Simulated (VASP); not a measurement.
Runs of VASP 6.6.1 on AlN. The structure is that of space group Cmc2_1 (No. 36), or close to it. The cells are those of the table. 

| cell | gap on the mesh (eV) | pressure (GPa) | largest force (eV/Å) |
| --- | --- | --- | --- |
| a = 3.246, b = 3.039, c = 4.978 Å, angles 90.0, 90.0, 122.3°, 4 atoms | 4.85 | 1.1 | 1.14 |
| a = 3.293, b = 3.018, c = 4.978 Å, angles 90.0, 90.0, 123.1°, 4 atoms | (b) | 2.3 | 1.63 |
| a = 3.270, b = 3.028, c = 4.978 Å, angles 90.0, 90.0, 122.7°, 4 atoms | (c) | 1.6 | 1.38 |
| a = 2.920, b = 3.204, c = 4.978 Å, angles 90.0, 90.0, 117.1°, 4 atoms | 4.55 | 2.1 | 1.07 |
| a = 2.967, b = 3.179, c = 4.978 Å, angles 90.0, 90.0, 117.8°, 4 atoms | (a) | 1.0 | 0.83 |

Alike in all rows: task single point; level r2SCAN; potentials or basis VASP PAW PBE potentials, release 64 (Al, N); no spin polarisation; k mesh 12 × 12 × 6; cutoff (eV) 520; smearing gaussian 0.05 eV.

Question: Estimate the missing entries.

Answer: (a) 4.75; (b) 4.78; (c) 4.83.

Caveats: the PAW data sets were made with another functional, which shifts forces and pressure a little; the stress differs along the axes, from -15 to 19 GPa (at least some runs); the stress differs along the axes, from -19 to 26 GPa (at least some runs); the stress differs along the axes, from -17 to 22 GPa (at least some runs); the stress differs along the axes, from -20 to 26 GPa (at least some runs).

A k mesh can miss the band edges.
